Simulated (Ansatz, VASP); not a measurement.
**One calculation of In, two programs**

```
In
1.0
    -1.75624    1.75624    2.57291
     1.75624   -1.75624    2.57291
     1.75624    1.75624   -2.57291
In
1
Direct
  0.00000 0.00000 0.00000
```

Change from the starting cell: strain +0.080 along x and y, +0.040 along z, atoms carried along.

Alike in both runs: task single point; functional PBE; k mesh 20 × 20 × 20; occupations gaussian, width 0.15 eV; no spin polarisation.

```csv
,VASP,Ansatz
version,VASP 6.6.1,Ansatz 0.2.0
potentials or method,"VASP PAW PBE potentials, release 64 (In_d), cutoff 520 eV","scalar-relativistic, plane waves, PAW"
valence electrons in the cell,13,13
```

|  | VASP | Ansatz | Ansatz less VASP |
| --- | --- | --- | --- |
| gap on the k mesh at the Fermi level (eV) | none | none | - |
| pressure (GPa) | -3.6 | -3.5 | +0.06 |
| traceless stress, the component that is largest in VASP (GPa) | 0.06 | 0.06 | 0.000 |

A gap of «none» marks a metal or a gap that the smearing closes.
